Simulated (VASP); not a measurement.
Runs of VASP 6.6.1 on LiF. The structure is that of space group Fm-3m (No. 225), or close to it. The cells are those of the table. 

| task | level | cell | k mesh | cutoff (eV) | gap on the mesh (eV) |
| --- | --- | --- | --- | --- | --- |
| single point | PBE | a = 2.934 Å, angles 60.0°, 2 atoms | 6 × 6 × 6 | 520 | 8.34 |
| single point | PBE | a = 2.878 Å, angles 60.0°, 2 atoms | 6 × 6 × 6 | 520 | 8.82 |
| dielectric tensor | r2SCAN | a = 2.849 Å, angles 60.0°, 2 atoms | 10 × 10 × 10 | 720 | (a) |
| single point | PBE | a = 2.821 Å, angles 60.0°, 2 atoms | 6 × 6 × 6 | 520 | 9.35 |

Alike in all rows: no spin polarisation; smearing gaussian 0.01 eV.

**Question.** Estimate the missing entries.

**Answer.** (a) 10.25.

Caveats: some runs use coarse meshes.

A k mesh can miss the band edges.
